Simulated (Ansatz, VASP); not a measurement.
# Two plane-wave programs on Ge

The input INCAR:

```
SYSTEM = Ge
PREC = Accurate
ENCUT = 520
EDIFF = 1E-7
ISMEAR = -1
SIGMA = 0.1
LREAL = .FALSE.
LASPH = .TRUE.
NELM = 80
ALGO = Normal
ISIF = 2
LWAVE = .FALSE.
LCHARG = .FALSE.
GGA = RE
NBANDS = 13
```

File KPOINTS:

```
Automatic mesh
0
G
  14 14 14
  0 0 0
```

File POSCAR:

```
Ge
1.0
    0.0000000000      2.0927874491      2.0927874491
    2.0927874491      0.0000000000      2.0927874491
    2.0927874491      2.0927874491      0.0000000000
Ge
1
Direct
    0.0000000000      0.0000000000      0.0000000000
```

Input for Ansatz:

```yaml
crystal:
  lattice:
    - [0.0, 2.0927874491, 2.0927874491]
    - [2.0927874491, 0.0, 2.0927874491]
    - [2.0927874491, 2.0927874491, 0.0]
  atoms:
    - { symbol: Ge, position: [0.0, 0.0, 0.0] }
hamiltonian:
  xc: revpbe
  pseudopotentials:
    kind: paw
    azcp:
      Ge: "pseudopotentials/Ge.paw.azcp"
basis:
  ecutwfc: 420
  fft_grid_basis: typed
kpoints:
  mp_grid: { grid: [14, 14, 14], shift: [0, 0, 0] }
magnetization:
  spin_polarized: false
scf:
  occupations: { method: fermi_dirac, width: 0.1 }
  lower_state_search: "off"
output:
  stress: true
  write_density: true
  write_potential: true
  elf: true
  volumetric_format: npy
```

Alike in both runs: task single point; functional revPBE; k mesh 14 × 14 × 14; occupations fermi-dirac, width 0.1 eV; no spin polarisation.

|  | VASP | Ansatz |
| --- | --- | --- |
| version | VASP 6.6.1 | Ansatz 0.2.0 |
| potentials or method | VASP PAW PBE potentials, release 64 (Ge_d), cutoff 520 eV | plane waves (420 eV) with PAW, scalar-relativistic |
| valence electrons in the cell | 14 | 14 |

|  | VASP | Ansatz | Ansatz less VASP |
| --- | --- | --- | --- |
| pressure (GPa) | 6.1 | 6.1 | -0.04 |

VASP's potentials were made for PBE, not for revPBE.
